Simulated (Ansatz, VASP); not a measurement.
Hf3ZrS8 in VASP and in Ansatz

```
Zr Hf S
1.0
     5.95821   -3.58115    0.00000
     5.95821    3.58115    0.00000
     0.00000    0.00000    6.20273
Zr Hf S
1 3 8
Direct
  0.50000 0.50000 0.50000
  0.75000 0.25000 0.00000
  0.25000 0.75000 0.00000
  0.00000 0.00000 0.50000
  0.88198 0.88198 0.16667
  0.38198 0.38198 0.16667
  0.63198 0.13198 0.66667
  0.13198 0.63198 0.66667
  0.86802 0.36802 0.33333
  0.36802 0.86802 0.33333
  0.61802 0.61802 0.83333
  0.11802 0.11802 0.83333
```

Alike in both runs: task single point; functional PBE; k mesh 4 × 4 × 4; occupations gaussian, width 0.1 eV; no spin polarisation.

```csv
,VASP,Ansatz
version,VASP 6.6.1,Ansatz 0.2.0
potentials or method,"VASP PAW PBE potentials, release 64 (Zr_sv, Hf_pv, S), cutoff 520 eV","scalar-relativistic, plane waves, PAW"
valence electrons in the cell,90,138
```

|  | VASP | Ansatz | Ansatz less VASP |
| --- | --- | --- | --- |
| gap on the k mesh at the Fermi level (eV) | 1.08 | 1.06 | -0.019 |
| least direct gap on the mesh (eV) | 1.20 | 1.18 | -0.018 |
| pressure (GPa) | 7.2 | 7.6 | +0.42 |
| traceless stress, the component that is largest in VASP (GPa) | -0.10 | -0.17 | -0.064 |
| rms of the force components (eV/Å) | 0.418 | 0.437 | +0.0191 |

Atom by atom the forces differ by 0.027 eV/Å (rms over components). VASP's potentials hold 90 valence electrons a cell and Ansatz's 138, so a difference there can come from the potentials and not from the codes.

Spin-orbit coupling is off throughout.
